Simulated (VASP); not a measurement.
# Mg4Be5Zn3S12 (P1) in VASP: a series of runs, part 2 of 2

VASP 6.6.1.

### 3 Relaxation of cell and atoms, PBE

Contents of INCAR:

```
PREC = Accurate ; ENCUT = 600
EDIFF = 1E-6 ; ISMEAR = 0
SIGMA = 0.1 ; LREAL = Auto
LASPH = True ; NELM = 100
ALGO = Normal ; ISIF = 3
LWAVE = False ; LCHARG = False
GGA = PE ; IBRION = 2
NSW = 70 ; EDIFFG = -0.04
ISYM = 0
```

Contents of KPOINTS:

```
Automatic mesh
0
Gamma
  2 2 2
  0.5 0.5 0.5
```

Contents of POSCAR:

```
Mg4Be5Zn3S12
1.0
    5.4501375000      3.1466383400      0.0000000000
    0.0000000000      6.2932766800      5.8861485000
    5.4501375000     -3.1466383400      5.8861485000
Be Mg S Zn
5 4 12 3
Direct
    0.1639499865      0.8342095733      0.1645869141
    0.6674232867      0.9991662494      0.0019924869
    0.0797710491      0.5855469538      0.9161979088
    0.5822270906      0.4206445990      0.0830311776
    0.5783158627      0.7523529667      0.7503895575
    0.1650226515      0.1678287808      0.8333562159
    0.1662500128      0.4979369493      0.5000971932
    0.6640735430      0.3372096829      0.6739344559
    0.0862214701      0.9170436340      0.5820402932
    0.9814893578      0.3554085450      0.0215865956
    0.9760846605      0.6859040671      0.6963479288
    0.9824893534      0.0185547759      0.3540723481
    0.4805072420      0.5222291336      0.8545439033
    0.4804694569      0.8593281078      0.5242971113
    0.4730134830      0.1892168337      0.1874634617
    0.8933983732      0.4392713539      0.4402024489
    0.8924219707      0.7741356444      0.1037682438
    0.8955967686      0.1054171865      0.7701209196
    0.3929458041      0.6046376417      0.2717545786
    0.3968091965      0.9382802299      0.9377273619
    0.3903946898      0.2743206071      0.6044075471
    0.6677214366      0.6653376906      0.3332922945
    0.0788312527      0.2513722260      0.2535730669
    0.5910819296      0.0805744283      0.4155027468
```

Potentials or basis: VASP PAW PBE potentials, release 64 (Be, Mg, S, Zn).

On the command line:

```
> cat potpaw_PBE.64/Be/POTCAR potpaw_PBE.64/Mg/POTCAR potpaw_PBE.64/S/POTCAR potpaw_PBE.64/Zn/POTCAR > POTCAR
> mpirun -np 1 vasp_std > vasp.out
```

OUTCAR:

```text
PREC = Accurate
   ENCUT = 600
   EDIFF = 1E-6
   ISMEAR = 0
   LREAL = Auto
   LASPH = True
   NELM = 100
   ISIF = 3
   GGA = PE
   IBRION = 2
   NSW = 70
   EDIFFG = -0.04
   ISYM = 0

 ion  position               nearest neighbor table
   1  0.164  0.834  0.165-  12 2.20  17 2.21  20 2.22  19 2.24
   2  0.667  0.999  0.002-  17 2.18  15 2.21  20 2.22  18 2.24
   3  0.080  0.586  0.916-  11 2.14  17 2.21  10 2.21  13 2.25
   4  0.582  0.421  0.083-  19 2.19  13 2.21  10 2.24  15 2.26
   5  0.578  0.752  0.750-  14 2.18  20 2.20  13 2.21  11 2.24
   6  0.165  0.168  0.833-  10 2.21  18 2.22  21 2.22  20 2.23   8 3.60   9 3.61   7 3.62   8 3.64

   7  0.166  0.498  0.500-  21 2.18  16 2.20  19 2.22  11 2.26   8 3.61   6 3.62   9 3.64
   8  0.664  0.337  0.674-  13 2.15  18 2.21  16 2.24  21 2.28   6 3.60   7 3.61   6 3.64
   9  0.086  0.917  0.582-  12 2.21  18 2.22  14 2.22  11 2.27   6 3.61   7 3.64
  10  0.981  0.355  0.022-   6 2.21   3 2.21  23 2.23   4 2.24
  11  0.976  0.686  0.696-   3 2.14   5 2.24   7 2.26   9 2.27
  12  0.982  0.019  0.354-  24 2.20   1 2.20   9 2.21  23 2.23
  13  0.481  0.522  0.855-   8 2.15   4 2.21   5 2.21   3 2.25
  14  0.480  0.859  0.524-   5 2.18  24 2.19   9 2.22  22 2.27
  15  0.473  0.189  0.187-  23 2.21   2 2.21   4 2.26  24 2.26
  16  0.893  0.439  0.440-   7 2.20  23 2.20  22 2.21   8 2.24
  17  0.892  0.774  0.104-   2 2.18   1 2.21   3 2.21  22 2.23
  18  0.896  0.105  0.770-   8 2.21   9 2.22   6 2.22   2 2.24
  19  0.393  0.605  0.272-   4 2.19   7 2.22  22 2.23   1 2.24
[... 987 lines left out ...]

 number of electron     125.9999987 magnetization

------------------------ aborting loop because EDIFF is reached ----------------------------------------
[... 111 lines left out ...]
--------------------------------------- Ionic step       16  -------------------------------------------

 number of electron     125.9999988 magnetization

 Free energy of the ion-electron system (eV)
  ---------------------------------------------------
  ext. energy  EPLUGINS =         0.00000000
  ---------------------------------------------------
  free energy    TOTEN  =      -103.21173027 eV

  energy without entropy =     -103.21173027  energy(sigma->0) =     -103.21173027

 E-fermi :   2.7177     XC(G=0):  -9.1766

 val. band max:        2.2709234231   @ k =  -0.2500  -0.2500   0.2500
 cond. band min:       6.0671844623   @ k =   0.2500   0.0000   0.0000
 fundamental gap:      3.7962610392
 Fermi energy:         2.7176968880

 k-point     1 :       0.2500    0.2500    0.2500
  band No.  band energies     occupation
      1     -10.1548      2.00000
      2      -9.4885      2.00000
      3      -9.4129      2.00000
      4      -9.3123      2.00000
      5      -9.2125      2.00000
      6      -9.1839      2.00000
[... 613 lines left out ...]
     74       7.8697      0.00000
     75       8.0481      0.00000
 [bands above 75 left out]

------------------------ aborting loop because EDIFF is reached ----------------------------------------

  FORCE on cell =-STRESS in cart. coord.  units (eV):
  Direction    XX          YY          ZZ          XY          YZ          ZX
  --------------------------------------------------------------------------------------
  -------------------------------------------------------------------------------------
  Total        0.1962936      0.1697536     -0.0581053      0.0357793      0.0445857      0.0435672
  in kB        0.7085812      0.6127771     -0.2097488      0.1291563      0.1609456      0.1572691
  external PRESSURE =       0.3705365 kB  Pullay stress =       0.0000000 kB
[... 39 lines left out ...]
  FREE ENERGIE OF THE ION-ELECTRON SYSTEM (eV)
  ---------------------------------------------------
  free  energy   TOTEN  =      -103.2117302731 eV

  energy  without entropy=     -103.2117302731  energy(sigma->0) =     -103.21173027

 reached required accuracy - stopping structural energy minimisation
```

CONTCAR:

```text
Mg4Be5Zn3S12
   1.00000000000000
     5.5353755765817629    3.1919900930063494   -0.0402715642299881
    -0.0739847165730654    6.4357806740086092    6.0956614592056724
     5.5794837111802877   -3.3448951968349632    6.1621952297288898
  Be              Mg              S               Zn
     5     4    12     3
Direct
     0.1826431831548178    0.8292194989126672    0.1526243815417328
     0.6713079039703119    0.9968842796830167    0.0042662433233046
     0.0622200960184940    0.5993471881325394    0.9301855241262452
     0.5739975192157889    0.4318836326738641    0.0771633710305444
     0.5786877775847435    0.7464533753913333    0.7727361023419920
     0.1647425440703981    0.1629543039846050    0.8485916168697956
[... 16 lines left out ...]
     0.0931493923900669    0.2501164501059047    0.2334354012966407
     0.5997443222138920    0.0755157552602308    0.4028739320961970

  0.00000000E+00  0.00000000E+00  0.00000000E+00
  0.00000000E+00  0.00000000E+00  0.00000000E+00
  0.00000000E+00  0.00000000E+00  0.00000000E+00
  0.00000000E+00  0.00000000E+00  0.00000000E+00
  0.00000000E+00  0.00000000E+00  0.00000000E+00
  0.00000000E+00  0.00000000E+00  0.00000000E+00
[... 16 lines left out ...]
  0.00000000E+00  0.00000000E+00  0.00000000E+00
  0.00000000E+00  0.00000000E+00  0.00000000E+00
```

Run time: 44 min. Hardware: 1 thread of Intel Xeon 6975P-C (Granite Rapids), shared host; peak memory 0.72 GiB.

Results:

- Free energy: -103.2117 eV
- Relaxed volume: 18.49 Å³/atom
- Relaxed cell: a = 6.390 Å, b = 8.865 Å, c = 8.961 Å, α = 78.66°, β = 69.60°, γ = 69.45°
- Space group after relaxing (to 0.1 Å): P1 (No. 1)
- Energy gained by relaxing: 191.5 meV/atom
- Ionic steps: 16
- Pressure after relaxing: 0.0 GPa
- Largest force after relaxing: 0.024 eV/Å
- Band gap on the k mesh: 3.80 eV (least direct gap 3.82 eV)

Forces on the atoms (eV/Å):
```
Be  -0.006 -0.005  0.010
Be   0.004  0.005 -0.003
Be   0.003  0.014 -0.001
Be   0.008 -0.003  0.022
Be   0.011  0.004  0.018
Mg  -0.004 -0.007 -0.001
Mg  -0.009 -0.021 -0.003
Mg  -0.020 -0.005  0.013
Mg   0.010  0.003  0.011
S   -0.009  0.013 -0.011
S   -0.005 -0.005  0.006
S    0.014  0.000  0.001
S    0.005  0.002  0.015
S   -0.014  0.004 -0.017
S   -0.004 -0.005 -0.017
S   -0.005  0.009 -0.010
S   -0.008  0.001 -0.008
S    0.008 -0.021 -0.001
S    0.006  0.005 -0.003
S    0.003  0.011 -0.008
S   -0.008 -0.006 -0.011
Zn   0.003 -0.002 -0.016
Zn   0.002  0.003  0.015
Zn   0.015  0.005 -0.002
```

Step by step:
```
step  energy change (eV)  largest force (eV/Å)  pressure (GPa)  volume (Å³)
   1              0.0000                3.8327           11.78       403.78
   2             -3.2795                0.9189           -4.13       480.43
   3             -3.4268                1.1910           -2.05       464.87
   4             -3.9882                0.6567           -1.08       455.35
   5             -4.3354                0.6823            1.01       439.82
   6             -4.5168                0.3191            0.10       443.84
   7             -4.5247                0.2836           -0.12       444.89
   8             -4.5633                0.1667            0.04       443.91
   9             -4.5691                0.1744            0.14       443.35
  10             -4.5813                0.1059           -0.06       444.61
  11             -4.5829                0.1282           -0.16       445.25
  12             -4.5901                0.0689            0.04       444.02
  13             -4.5911                0.0869            0.15       443.36
  14             -4.5946                0.0503           -0.08       444.61
  15             -4.5946                0.0529           -0.11       444.72
  16             -4.5962                0.0245            0.04       443.84
```

Final structure:
```yaml
crystal:
  lattice:
    - [5.53538, 3.19199, -0.04027]
    - [-0.07398, 6.43578, 6.09566]
    - [5.57948, -3.34490, 6.16220]
  atoms:
    - { symbol: Be, position: [0.18264, 0.82922, 0.15262] }
    - { symbol: Be, position: [0.67131, 0.99688, 0.00427] }
    - { symbol: Be, position: [0.06222, 0.59935, 0.93019] }
    - { symbol: Be, position: [0.57400, 0.43188, 0.07716] }
    - { symbol: Be, position: [0.57869, 0.74645, 0.77274] }
    - { symbol: Mg, position: [0.16474, 0.16295, 0.84859] }
    - { symbol: Mg, position: [0.16291, 0.50797, 0.49718] }
    - { symbol: Mg, position: [0.65257, 0.34250, 0.68050] }
    - { symbol: Mg, position: [0.08281, 0.90890, 0.58687] }
    - { symbol: S, position: [0.94715, 0.38890, 0.02005] }
    - { symbol: S, position: [0.94964, 0.67715, 0.72212] }
    - { symbol: S, position: [0.01237, 0.00302, 0.32686] }
    - { symbol: S, position: [0.44311, 0.54334, 0.87608] }
    - { symbol: S, position: [0.50340, 0.83834, 0.54397] }
    - { symbol: S, position: [0.50354, 0.19495, 0.16235] }
    - { symbol: S, position: [0.88749, 0.43256, 0.42792] }
    - { symbol: S, position: [0.90759, 0.78650, 0.09412] }
    - { symbol: S, position: [0.86904, 0.09308, 0.79388] }
    - { symbol: S, position: [0.39259, 0.61361, 0.24682] }
    - { symbol: S, position: [0.41960, 0.91922, 0.95235] }
    - { symbol: S, position: [0.39508, 0.25959, 0.59686] }
    - { symbol: Zn, position: [0.67114, 0.67392, 0.32447] }
    - { symbol: Zn, position: [0.09315, 0.25012, 0.23344] }
    - { symbol: Zn, position: [0.59974, 0.07552, 0.40287] }
```

Caveat: the k points lie up to 0.55 Å⁻¹ apart in the final cell; a shifted mesh leaves out Γ, where band edges can lie.
